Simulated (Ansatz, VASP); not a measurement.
MnSb in VASP and in Ansatz

```xyz
2
Lattice="0.0000 2.7380 2.7380 2.7380 0.0000 2.7380 2.7380 2.7380 0.0000" Properties=species:S:1:pos:R:3 pbc="T T T"
Mn    0.0000    0.0000    0.0000
Sb    2.7380    2.7380    2.7380
```

Change from the starting cell: volume scaled by 0.94, PAW files.

Alike in both runs: task single point; functional PBE; k mesh 12 × 12 × 12; occupations fermi-dirac, width 0.08 eV; collinear spin.

```csv
,VASP,Ansatz
version,VASP 6.6.1,Ansatz 0.2.0
potentials or method,"VASP PAW PBE potentials, release 64 (Mn_pv, Sb)","PAW with Ansatz's default frozen-core files, scalar-relativistic"
plane-wave cutoff (eV),520,420
valence electrons in the cell,18,30
```

VASP gave:

* pressure (GPa): 3.7
* net moment per atom (μB): 1.86
* size of the moment on the site where the two differ most (μB): 3.63

Which values does Ansatz return?

Pressure (GPa): 3.8; net moment per atom (μB): 1.86; size of the moment on the site where the two differ most (μB): 3.65.

Site moments also hang on the region over which each program counts them. VASP's potentials hold 18 valence electrons a cell and Ansatz's 30, so a difference there can come from the potentials and not from the codes.

Neither program's run includes spin-orbit coupling.
